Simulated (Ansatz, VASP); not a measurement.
## One calculation of Ir, two programs

```xyz
2
Lattice="2.7191 0.0000 0.0000 -1.3596 2.3548 0.0000 0.0000 0.0000 4.4130" Properties=species:S:1:pos:R:3 pbc="T T T"
Ir    0.0000    1.5699    1.1033
Ir    1.3596    0.7849    3.3098
```

Alike in both runs: functional PBEsol; k mesh 13 × 13 × 7; occupations fermi-dirac, width 0.1 eV; no spin polarisation.

Ansatz relaxed the structure, and its values are those at the end. VASP's run is a single point on that final structure, the one shown.

|  | VASP | Ansatz |
| --- | --- | --- |
| version | VASP 6.6.1 | Ansatz 0.2.0 |
| potentials or method | VASP PAW PBE potentials, release 64 (Ir_sv_GW), cutoff 560 eV | plane waves (420 eV) with PAW, scalar-relativistic |
| valence electrons in the cell | 34 | 34 |

VASP gave:

* pressure (GPa): -1.8

Problem. What did Ansatz give for the same quantities?

Solution. Pressure (GPa): 0.0.

VASP's potentials were made for PBE, not for PBEsol, and Ansatz warns of the same on its side. The functional is the same, so the differences come from potentials, cutoffs and numerics.

Neither program's run includes spin-orbit coupling.
